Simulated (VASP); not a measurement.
# K2Nb2O (P6/mmm) in VASP: relaxation of cell and atoms with PBE

Aim: the relaxation of cell and atoms of K2Nb2O with PBE.

Everything below comes from runs of VASP 6.6.1. Logs are shortened: lines on timing, memory, paths and dates and some standing lists are left out, and cuts for length are marked.

## 1. The cell of the first run

The structure is hexagonal, space group P6/mmm (No. 191). The conventional cell has a = 4.298 Å, b = 4.298 Å, c = 10.182 Å, α = 90.00°, β = 90.00°, γ = 120.00°. K (site symmetry 6mm) has 1 O at 2.81 Å and 6 Nb at 3.75 Å within 3.8 Å. Within 3.3 Å of Nb (site symmetry -6m2) lie 3 Nb at 2.48 Å and 3 O at 2.48 Å. Within 3.3 Å of O (site symmetry 6/mmm) lie 6 Nb at 2.48 Å and 2 K at 2.81 Å.

The cell was generated, and may not be a known phase.

## 2. Relaxation of cell and atoms, PBE

The input, INCAR:

```
PREC = Accurate
ENCUT = 600
EDIFF = 1E-7
ISMEAR = 0
SIGMA = 0.1
LREAL = F
LASPH = T
NELM = 60
ALGO = Normal
ISIF = 3
LWAVE = F
LCHARG = F
GGA = PE
IBRION = 2
NSW = 100
EDIFFG = -0.01
```

The input, KPOINTS:

```
Automatic mesh
0
Gamma
  12 12 4
```

The input, POSCAR:

```
K2Nb2O
1.0
    4.2979909044      0.0000000000      0.0000000000
   -2.1489954522      3.7221693084      0.0000000000
    0.0000000000      0.0000000000     10.1824534788
K Nb O
2 2 1
Direct
    0.0000000000      0.0000000000      0.7240010375
    0.0000000000      0.0000000000      0.2759989625
    0.3333333333      0.6666666667      0.0000000000
    0.6666666667      0.3333333333      0.0000000000
    0.0000000000      0.0000000000      0.0000000000
```

Potentials or basis: VASP PAW PBE potentials, release 64 (K_sv, Nb_sv, O).

Run with:

```bash
$ cat potpaw_PBE.64/K_sv/POTCAR potpaw_PBE.64/Nb_sv/POTCAR potpaw_PBE.64/O/POTCAR > POTCAR
$ mpirun -np 1 vasp_std > vasp.out
```

OUTCAR:

```text
PREC = Accurate
   ENCUT = 600
   EDIFF = 1E-7
   ISMEAR = 0
   LREAL = F
   LASPH = T
   NELM = 60
   ISIF = 3
   GGA = PE
   IBRION = 2
   NSW = 100
   EDIFFG = -0.01

 ion  position               nearest neighbor table
   1  0.000  0.000  0.724-   5 2.81
   2  0.000  0.000  0.276-   5 2.81
   3  0.333  0.667  0.000-   4 2.48   5 2.48   4 2.48   5 2.48   5 2.48   4 2.48
   4  0.667  0.333  0.000-   3 2.48   5 2.48   3 2.48   5 2.48   5 2.48   3 2.48
   5  0.000  0.000  0.000-   3 2.48   4 2.48   3 2.48   4 2.48   4 2.48   3 2.48   1 2.81   2 2.81

  LATTYP: Found a hexagonal cell.
 ALAT       =     4.2979909044
 C/A-ratio  =     2.3691193642

  Lattice vectors:

 A1 = (   4.2979909044,   0.0000000000,   0.0000000000)
 A2 = (  -2.1489954522,   3.7221693084,   0.0000000000)
 A3 = (   0.0000000000,   0.0000000000,  10.1824534788)

Analysis of symmetry for initial positions (statically):
=====================================================================
 Subroutine PRICEL returns:
 Original cell was already a primitive cell.

 Routine SETGRP: Setting up the symmetry group for a
 hexagonal supercell.

 Subroutine GETGRP returns: Found 24 space group operations
 (whereof 24 operations were pure point group operations)
 out of a pool of 24 trial point group operations.

The static configuration has the point symmetry D_6h.

Analysis of symmetry for dynamics (positions and initial velocities):
=====================================================================
 Subroutine PRICEL returns:
 Original cell was already a primitive cell.

 Routine SETGRP: Setting up the symmetry group for a
 hexagonal supercell.

 Subroutine GETGRP returns: Found 24 space group operations
 (whereof 24 operations were pure point group operations)
 out of a pool of 24 trial point group operations.

The dynamic configuration has the point symmetry D_6h.

 Subroutine INISYM returns: Found 24 space group operations
 (whereof 24 operations are pure point group operations),
 and found     1 'primitive' translations

----------------------------------------------------------------------------------------

                                     Primitive cell

  volume of cell :     162.8974

  direct lattice vectors                    reciprocal lattice vectors
     4.297990904  0.000000000  0.000000000     0.232666849  0.134330268  0.000000000
    -2.148995452  3.722169308  0.000000000     0.000000000  0.268660536  0.000000000
     0.000000000  0.000000000 10.182453479     0.000000000  0.000000000  0.098208158

  length of vectors
     4.297990904  4.297990904 10.182453479     0.268660536  0.268660536  0.098208158

  position of ions in fractional coordinates (direct lattice)
     0.000000000  0.000000000  0.724001038
     0.000000000  0.000000000  0.275998962
     0.333333333  0.666666667  0.000000000
     0.666666667  0.333333333  0.000000000
     0.000000000  0.000000000  0.000000000

  ion indices of the primitive-cell ions
   primitive index   ion index
                 1           1
                 2           2
                 3           3
                 4           4
                 5           5

----------------------------------------------------------------------------------------

 KPOINTS: Automatic mesh

Automatic generation of k-mesh.
 Grid dimensions read from file:
 generate k-points for:   12   12    4

 Generating k-lattice:

  Cartesian coordinates                     Fractional coordinates (reciprocal lattice)
     0.019388904  0.011194189  0.000000000     0.083333333  0.000000000  0.000000000
     0.000000000  0.022388378  0.000000000     0.000000000  0.083333333  0.000000000
     0.000000000  0.000000000  0.024552039     0.000000000  0.000000000  0.250000000

  Length of vectors
     0.022388378  0.022388378  0.024552039

  Shift w.r.t. Gamma in fractional coordinates (k-lattice)
     0.000000000  0.000000000  0.000000000

 Subroutine IBZKPT returns following result:
 ===========================================

 Found     57 irreducible k-points:

 Following reciprocal coordinates:
            Coordinates               Weight
  0.000000  0.000000  0.000000      1.000000
  0.083333  0.000000  0.000000      6.000000
  0.166667 -0.000000  0.000000      6.000000
  0.250000  0.000000  0.000000      6.000000
  0.333333  0.000000  0.000000      6.000000
  0.416667  0.000000  0.000000      6.000000
[... 16 lines left out ...]
  0.250000  0.000000  0.250000     12.000000
  0.333333  0.000000  0.250000     12.000000
 [... further k-points ...]
   k-points           NKPTS =     57   k-points in BZ     NKDIM =     57   number of bands    NBANDS=     30
   number of dos      NEDOS =    301   number of ions     NIONS =      5
   total plane-waves  NPLWV = 108864
   dimension x,y,z NGX =    36 NGY =   36 NGZ =   84
   dimension x,y,z NGXF=    72 NGYF=   72 NGZF=  168
   ions per type =               2   2   1
   NGX,Y,Z   is equivalent  to a cutoff of  13.92, 13.92, 13.71 a.u.
   NGXF,Y,Z  is equivalent  to a cutoff of  27.85, 27.85, 27.43 a.u.
 SYSTEM =  unknown system
   PREC   = accura    normal or accurate (medium, high low for compatibility)
   ISTART =      0    job   : 0-new  1-cont  2-samecut
   ICHARG =      2    charge: 1-file 2-atom 10-const
   ISPIN  =      1    spin polarized calculation?
   LNONCOLLINEAR =      F non collinear calculations
   LSORBIT =      F    spin-orbit coupling
   LASPH  =      T    aspherical Exc in radial PAW
   ENCUT  =  600.0 eV  44.10 Ry    6.64 a.u.   8.58  8.58 20.34*2*pi/ulx,y,z
   NELM   =     60;   NELMIN=  2; NELMDL= -5     # of ELM steps
   EDIFF  = 0.1E-06   stopping-criterion for ELM
   LREAL  =      F    real-space projection
   EDIFFG = -.1E-01   stopping-criterion for IOM
   NSW    =    100    number of steps for IOM
   IBRION =      2    ionic relax: 0-MD 1-quasi-New 2-CG
   NFREE  =      1    steps in history (QN), initial steepest desc. (CG)
   ISIF   =      3    stress and relaxation
   ISYM   =      2    0-nonsym 1-usesym 2-fastsym
   POTIM  = 0.5000    time-step for ionic-motion
   TEBEG  =    0.0;   TEEND  =   0.0 temperature during run
   PSTRESS=    0.0 pullay stress
   NELECT =      50.0000    total number of electrons
   NUPDOWN=      -1.0000    fix difference up-down
   EMIN   =  10.00;   EMAX   =-10.00  energy-range for DOS
   EFERMI =   0.00;   METHOD = LEGACY
   ISMEAR =     0;   SIGMA  =   0.10  broadening in eV -4-tet -1-fermi 0-gaus
   EFERMI_NEDOS =   21; number of points for ismear=-14 and -15
   IALGO  =     38    algorithm
   IMIX   =      4    mixing-type and parameters
     AMIX     =   0.40;   BMIX     =  1.00
     AMIX_MAG =   1.60;   BMIX_MAG =  1.00
  volume/ion in A,a.u.               =      32.58       219.86
  Fermi-wavevector in a.u.,A,eV,Ry     =   1.104316  2.086855 16.592502  1.219514
  Thomas-Fermi vector in A             =   2.240787
   LORBIT       =      0    0 simple, 1 ext, 2 COOP (PROOUT), +10 PAW based schemes
   GGA     = PE    functional components
   LHFCALC =     F    Hartree Fock is set to
   AEXX    =    0.0000 exact exchange contribution
   IVDW    =     0    specifies the selected vdW correction
   LEPSILON=     F    determine dielectric tensor
   LRPA    =     F    only Hartree local field effects (RPA)
 conjugate gradient relaxation of ions
 non-spin polarized calculation
 Gauss-broadening in eV      SIGMA  =   0.10
  energy-cutoff  :      600.00
  volume of cell :      162.90
 maximum number of plane-waves:      5471
 NGX is ok and might be reduce to    36
   NGX = 17   NGY = 17   NGZ = 41

--------------------------------------- Ionic step        1  -------------------------------------------

 number of electron      49.9999998 magnetization

 Free energy of the ion-electron system (eV)
  ---------------------------------------------------
  ext. energy  EPLUGINS =         0.00000000
  ---------------------------------------------------
  free energy    TOTEN  =       -25.22199346 eV

  energy without entropy =      -25.18827564  energy(sigma->0) =      -25.20513455

------------------------ aborting loop because EDIFF is reached ----------------------------------------

  FORCE on cell =-STRESS in cart. coord.  units (eV):
  Direction    XX          YY          ZZ          XY          YZ          ZX
  --------------------------------------------------------------------------------------
  -------------------------------------------------------------------------------------
  Total        0.3579293      0.3579293      0.0136110      0.0000000      0.0000000      0.0000000
  in kB        3.5204148      3.5204148      0.1338709      0.0000000      0.0000000      0.0000000
  external PRESSURE =       2.3915668 kB  Pullay stress =       0.0000000 kB
[... 141 lines left out ...]
  energy  without entropy=      -25.1885129670  energy(sigma->0) =      -25.20579938

--------------------------------------- Ionic step        5  -------------------------------------------

 number of electron      49.9999998 magnetization

 Free energy of the ion-electron system (eV)
  ---------------------------------------------------
  ext. energy  EPLUGINS =         0.00000000
  ---------------------------------------------------
  free energy    TOTEN  =       -25.22312531 eV

  energy without entropy =      -25.18857180  energy(sigma->0) =      -25.20584856

 E-fermi :   2.6693     XC(G=0):  -7.7433

 val. band max:        2.6476424621   @ k =   0.3333   0.0000   0.2500
 cond. band min:       2.6811987818   @ k =   0.0833   0.0833   0.2500
 fundamental gap:      0.0335563197
 Fermi energy:         2.6693340717

 k-point     1 :       0.0000    0.0000    0.0000
  band No.  band energies     occupation
      1     -52.0497      2.00000
      2     -51.3728      2.00000
      3     -28.8515      2.00000
      4     -28.8515      2.00000
      5     -28.5274      2.00000
      6     -28.5248      2.00000
[... 781 lines left out ...]
     29       4.0350      0.00000
     30       5.3535      0.00000

 [... further k-points ...]

------------------------ aborting loop because EDIFF is reached ----------------------------------------

  FORCE on cell =-STRESS in cart. coord.  units (eV):
  Direction    XX          YY          ZZ          XY          YZ          ZX
  --------------------------------------------------------------------------------------
  -------------------------------------------------------------------------------------
  Total        0.0003819      0.0003819      0.0108290      0.0000000      0.0000000      0.0000000
  in kB        0.0037387      0.0037387      0.1060047      0.0000000      0.0000000      0.0000000
  external PRESSURE =       0.0378274 kB  Pullay stress =       0.0000000 kB
[... 20 lines left out ...]
  FREE ENERGIE OF THE ION-ELECTRON SYSTEM (eV)
  ---------------------------------------------------
  free  energy   TOTEN  =       -25.2231253141 eV

  energy  without entropy=      -25.1885717981  energy(sigma->0) =      -25.20584856

 reached required accuracy - stopping structural energy minimisation
```

Run time: 10 min. Hardware: 1 thread of Intel Xeon 6975P-C (Granite Rapids), shared host; peak memory 0.55 GiB.

Results:

```
Free energy                           : -25.2231 eV
Relaxed volume                        : 32.73 Å³/atom
Relaxed cell                          : a = 4.312 Å, b = 4.312 Å, c = 10.166 Å, α = 90.00°, β = 90.00°, γ = 120.00°
Space group after relaxing (to 0.1 Å) : P6/mmm (No. 191)
Energy gained by relaxing             : 0.2 meV/atom
Ionic steps                           : 5
Pressure after relaxing               : 0.0 GPa
Largest force after relaxing          : 0.004 eV/Å
Band gap on the k mesh                : zero (bands 25 and 26 overlap by 0.48 eV)
```

Forces in eV/Å, atoms in the order of the input:
```
K    0.000  0.000  0.004
K    0.000  0.000 -0.004
Nb   0.000  0.000  0.000
Nb   0.000  0.000  0.000
O    0.000  0.000  0.000
```

The path:
| step | energy change (eV) | largest force (eV/Å) | pressure (GPa) | volume (Å³) |
| --- | --- | --- | --- | --- |
| 1 | 0.0000 | 0.0005 | 0.24 | 162.90 |
| 2 | -0.0010 | 0.0163 | -0.06 | 164.05 |
| 3 | -0.0011 | 0.0140 | -0.02 | 163.87 |
| 4 | -0.0011 | 0.0111 | -0.01 | 163.81 |
| 5 | -0.0011 | 0.0040 | 0.00 | 163.67 |

Final structure:
```
K Nb O
1.0
     4.31171    0.00000    0.00000
    -2.15586    3.73405    0.00000
     0.00000    0.00000   10.16585
K Nb O
2 2 1
Direct
  0.00000 0.00000 0.72422
  0.00000 0.00000 0.27578
  0.33333 0.66667 0.00000
  0.66667 0.33333 0.00000
  0.00000 0.00000 0.00000
```

The gap in the log of VASP goes by the Fermi energy; the results here count the filled bands.